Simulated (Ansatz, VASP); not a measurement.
## Rh in VASP and in Ansatz

INCAR

```
PREC = Accurate
ENCUT = 520
EDIFF = 1E-6
ISMEAR = 0
SIGMA = 0.15
LREAL = False
LASPH = True
NELM = 60
ALGO = Fast
ISIF = 2
LWAVE = False
LCHARG = False
GGA = PS
NBANDS = 22
```

The input KPOINTS:

```
regular mesh
0
Gamma
  30 30 16
```

The input POSCAR:

```
Rh
1.0
    2.4635822047      0.0000000000      0.0000000000
   -1.2317911023      2.1335247736      0.0000000000
    0.0000000000      0.0000000000      5.1564623557
Rh
2
Direct
    0.6666666667      0.3333333333      0.7500000000
    0.3333333333      0.6666666667      0.2500000000
```

Input for Ansatz:

```yaml
crystal:
  lattice:
    - [2.4635822047, 0.0, 0.0]
    - [-1.2317911023, 2.1335247736, 0.0]
    - [0.0, 0.0, 5.1564623557]
  atoms:
    - { symbol: Rh, position: [0.6666666667, 0.3333333333, 0.75] }
    - { symbol: Rh, position: [0.3333333333, 0.6666666667, 0.25] }
basis:
  ecutwfc: 420
kpoints:
  mp_grid: { grid: [30, 30, 16] }
hamiltonian:
  xc: pbesol
scf:
  occupations: { method: gaussian, width: 0.15 }
output:
  forces: true
  stress: true
  eigenvalues: true
  write_density: true
  write_potential: true
  elf: true
  volumetric_format: npy
```

Alike in both runs: task single point; functional PBEsol; k mesh 30 × 30 × 16; occupations gaussian, width 0.15 eV; no spin polarisation.

```csv
,VASP,Ansatz
version,VASP 6.6.1,Ansatz 0.2.0
potentials or method,"VASP PAW PBE potentials, release 64 (Rh_pv), cutoff 520 eV","scalar-relativistic, plane waves, PAW"
valence electrons in the cell,30,34
```

Ansatz gave:

- gap on the k mesh at the Fermi level (eV): none
- pressure (GPa): 24.3
- traceless stress, the component that is largest in VASP (GPa): -58.44

Problem. Which values does VASP return?

Solution. gap on the k mesh at the Fermi level (eV): none; pressure (GPa): 24.3; traceless stress, the component that is largest in VASP (GPa): -58.46.

VASP's potentials were made for PBE, not for PBEsol. A gap of «none» marks a metal or a gap that the smearing closes. With one functional, cell and mesh, what is left measures potentials, basis and numerics. VASP's potentials hold 30 valence electrons a cell and Ansatz's 34, so a difference there can come from the potentials and not from the codes.
